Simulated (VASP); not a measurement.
A run of VASP 6.6.1:

Contents of INCAR:

```
SYSTEM = AlSn
  PREC = Accurate
  ENCUT = 520
  EDIFF = 1E-6
  ISMEAR = -1
  SIGMA = 0.05
  LREAL = .False.
  LASPH = .True.
  NELM = 100
  ALGO = Normal
  ISIF = 2
  LWAVE = .False.
  LCHARG = .False.
  GGA = PS
  NBANDS = 16
```

Contents of KPOINTS:

```
Automatic mesh
0
Gamma
  11 11 12
  0 0 0
```

File POSCAR:

```
AlSn
1.0
    4.2122485707      0.0000000000      0.0000000000
   -2.1061242853      3.6479142693      0.0000000000
    0.0000000000      0.0000000000      3.1719548515
Al Sn
1 1
Direct
    0.0000000000      0.0000000000      0.0000000000
    0.3333333333      0.6666666667      0.5000000000
```

Potentials or basis: VASP PAW PBE potentials, release 64 (Al, Sn_d).

The run is started by

```bash
$ cat potpaw_PBE.64/Al/POTCAR potpaw_PBE.64/Sn_d/POTCAR > POTCAR
$ mpirun -np 1 vasp_std > vasp.out
```

Hardware: 1 thread of Intel(R) Xeon(R) 6975P-C (Granite Rapids), on a shared host.

**Question.** How long does it take, and how much memory?

**Answer.** Run time: 24 s on 1 thread of Intel(R) Xeon(R) 6975P-C (Granite Rapids) (shared host), peak memory 0.22 GiB. Counts: scf iterations 10, k points 112.
